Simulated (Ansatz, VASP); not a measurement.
## One calculation of NaCl, two programs

```
CELL_PARAMETERS angstrom
4.77994 0.00000 0.00000
-2.38997 4.13955 0.00000
0.00000 0.00000 5.65806
ATOMIC_POSITIONS crystal
Na 0.33333 0.66667 0.93749
Na 0.66667 0.33333 0.43749
Cl 0.33333 0.66667 0.43751
Cl 0.66667 0.33333 0.93751
```

Alike in both runs: task single point; functional PBE; k mesh 6 × 6 × 4; no spin polarisation.

|  | VASP | Ansatz |
| --- | --- | --- |
| version | VASP 6.6.1 | Ansatz 0.2.0 |
| potentials or method | VASP PAW PBE potentials, release 64 (Na_pv, Cl) | plane waves, PAW |
| plane-wave cutoff (eV) | 520 | 420 |
| occupations | gaussian, width 0.01 eV | fixed |
| valence electrons in the cell | 28 | 32 |

```tsv
	VASP	Ansatz	Ansatz less VASP
gap on the k mesh at the Fermi level (eV)	4.74	4.74	+0.001
pressure (GPa)	0.0	0.0	+0.03
```

VASP's potentials hold 28 valence electrons a cell and Ansatz's 32, so a difference there can come from the potentials and not from the codes.
